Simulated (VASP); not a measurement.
**Ta2N: single point with LDA**

Crystal: Ta2N.

```
Ta N
1.0
     3.06151    0.00000    0.00000
    -1.53075    2.65134    0.00000
     0.00000    0.00000    4.66053
Ta N
2 1
Direct
  0.66667 0.33333 0.74669
  0.33333 0.66667 0.25331
  0.00000 0.00000 0.00000
```

```json
{
 "Program": "VASP 6.6.1",
 "Task": "single point",
 "Functional": "LDA",
 "Potentials or basis": "VASP PAW LDA potentials, release 64 (Ta_sv_GW, N)",
 "Cutoff": "700 eV",
 "k mesh": "18 × 18 × 10",
 "Occupations": "gaussian, width 0.15 eV",
 "Spin": "no spin polarisation"
}
```

- Pressure: 10.3 GPa
- Largest force: 0.036 eV/Å
- Band gap on the k mesh: zero (an odd number of electrons rules out a gap without spin polarisation)

Forces on the atoms (eV/Å):
```
Ta   0.000  0.000 -0.036
Ta   0.000  0.000  0.036
N    0.000  0.000  0.000
```

Stress tensor (GPa, compression positive):
```
 8.04  0.00  0.00
 0.00  8.04  0.00
 0.00  0.00 14.69
```

Levels at points of the mesh, in eV from the Fermi level:
| k point | band 12 | band 13 | band 14 | band 15 | band 16 | band 17 | band 18 | band 19 |
| --- | --- | --- | --- | --- | --- | --- | --- | --- |
| (0.00, 0.00, 0.00) | -6.57 | -4.61 | -0.45 | -0.27 | -0.27 | 0.09 | 0.09 | 0.41 |
| (0.50, 0.00, 0.00) | -6.66 | -4.89 | -2.63 | -1.25 | 1.89 | 2.36 | 3.97 | 4.36 |
| (0.00, 0.00, 0.50) | -6.79 | -2.73 | -2.42 | -1.37 | -1.37 | 2.11 | 2.39 | 2.54 |
| (0.50, 0.00, 0.50) | -6.46 | -3.41 | -2.05 | -2.00 | -0.02 | 0.76 | 3.37 | 3.65 |

It took 11 min on 1 thread of AMD EPYC 7R43 64-Core Processor (Zen 3) (shared host), peak memory 0.45 GiB.

Caveat: the stress differs along the axes, from 8 to 15 GPa; spin-orbit coupling is left out, which moves the levels of the heavy elements.
